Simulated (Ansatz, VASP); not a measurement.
AlFe3B: VASP beside Ansatz

The input INCAR:

```
SYSTEM = AlFe3B
  ALGO = Normal
  EDIFF = 1E-7
  ENCUT = 520
  GGA = PS
  ISIF = 2
  ISMEAR = -1
  LASPH = .True.
  LCHARG = .False.
  LREAL = .False.
  LWAVE = .False.
  NBANDS = 23
  NELM = 100
  PREC = Accurate
  SIGMA = 0.05
```

KPOINTS

```
k-points
0
Gamma
  7 7 7
  0 0 0
```

The input POSCAR:

```
AlFe3B
1.0
    3.8223220000      0.0000000000      0.0000000000
    0.0000000000      3.8223220000      0.0000000000
    0.0000000000      0.0000000000      3.8223220000
Fe Al B
3 1 1
Direct
    0.0000000000      0.0000000000      0.5000000000
    0.0000000000      0.5000000000      0.0000000000
    0.5000000000      0.0000000000      0.0000000000
    0.5000000000      0.5000000000      0.5000000000
    0.0000000000      0.0000000000      0.0000000000
```

The input input.yaml:

```yaml
crystal:
  lattice:
    - [3.822322, 0.0, 0.0]
    - [0.0, 3.822322, 0.0]
    - [0.0, 0.0, 3.822322]
  atoms:
    - { symbol: Fe, position: [0.0, 0.0, 0.5] }
    - { symbol: Fe, position: [0.0, 0.5, 0.0] }
    - { symbol: Fe, position: [0.5, 0.0, 0.0] }
    - { symbol: Al, position: [0.5, 0.5, 0.5] }
    - { symbol: B, position: [0.0, 0.0, 0.0] }
hamiltonian:
  xc: pbesol
  pseudopotentials: { kind: paw }
kpoints:
  mp_grid: { grid: [7, 7, 7] }
scf:
  occupations: { method: fermi_dirac, width: 0.05 }
output:
  forces: true
  stress: true
  eigenvalues: true
```

Alike in both runs: task single point; functional PBEsol; k mesh 7 × 7 × 7; occupations fermi-dirac, width 0.05 eV; no spin polarisation.

|  | VASP | Ansatz |
| --- | --- | --- |
| version | VASP 6.6.1 | Ansatz 0.2.0 |
| potentials or method | VASP PAW PBE potentials, release 64 (Fe, Al, B) | Ansatz PAW |
| plane-wave cutoff (eV) | 520 | 420 |
| valence electrons in the cell | 30 | 54 |

|  | VASP | Ansatz | Ansatz less VASP |
| --- | --- | --- | --- |
| gap on the k mesh at the Fermi level (eV) | none | none | - |
| pressure (GPa) | -12.6 | -13.2 | -0.59 |

VASP's potentials were made for PBE, not for PBEsol. A gap of «none» marks a metal or a gap that the smearing closes. VASP's potentials hold 30 valence electrons a cell and Ansatz's 54, so a difference there can come from the potentials and not from the codes.
